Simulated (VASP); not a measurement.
Here is a VASP 6.6.1 calculation.

File POSCAR:

```
CsI
1.0
    4.6080836004      0.0000000000      0.0000000000
    0.0000000000      4.6080836004      0.0000000000
    0.0000000000      0.0000000000      4.6080836004
Cs I
1 1
Direct
    0.0000000000      0.0000000000      0.0000000000
    0.5000000000      0.5000000000      0.5000000000
```

File INCAR.step1:

```
PREC = Accurate ; ENCUT = 550
ISMEAR = -1 ; SIGMA = 0.02
LREAL = F ; LASPH = T
NELM = 120 ; NBANDS = 15
GGA = PE ; ALGO = Normal
EDIFF = 1E-5 ; LWAVE = T
LCHARG = F ; GGA_COMPAT = F
```

Contents of INCAR.step2:

```
PREC = Accurate ; ENCUT = 550
EDIFF = 1E-6 ; ISMEAR = -1
SIGMA = 0.02 ; LREAL = F
LASPH = T ; NELM = 120
ALGO = Normal ; ISIF = 2
LWAVE = F ; LCHARG = T
METAGGA = R2SCAN ; LMIXTAU = T
LELF = T ; LVHAR = T
NBANDS = 15 ; ISTART = 1
GGA_COMPAT = F
```

KPOINTS

```
Automatic mesh
0
Gamma
  6 6 6
```

Potentials or basis: VASP PAW PBE potentials, release 64 (Cs_sv, I).

The run is started by

```sh
$ cat potpaw_PBE.64/Cs_sv/POTCAR potpaw_PBE.64/I/POTCAR > POTCAR
$ cp INCAR.step1 INCAR
$ mpirun -np 1 vasp_std > vasp.out
$ cp INCAR.step2 INCAR
$ mpirun -np 1 vasp_std > vasp.out
```

Problem. What does it give for the pressure?

Solution. 0.1 GPa.

Problem. What does it give for the band gap on the k mesh?

Solution. 4.50 eV (least direct gap 4.59 eV).

Caveat: the PAW data sets were made with another functional, which shifts forces and pressure a little; spin-orbit coupling is left out, which moves the levels of the heavy elements. r2SCAN opens gaps a little over a GGA but as a rule still falls short of measured ones.
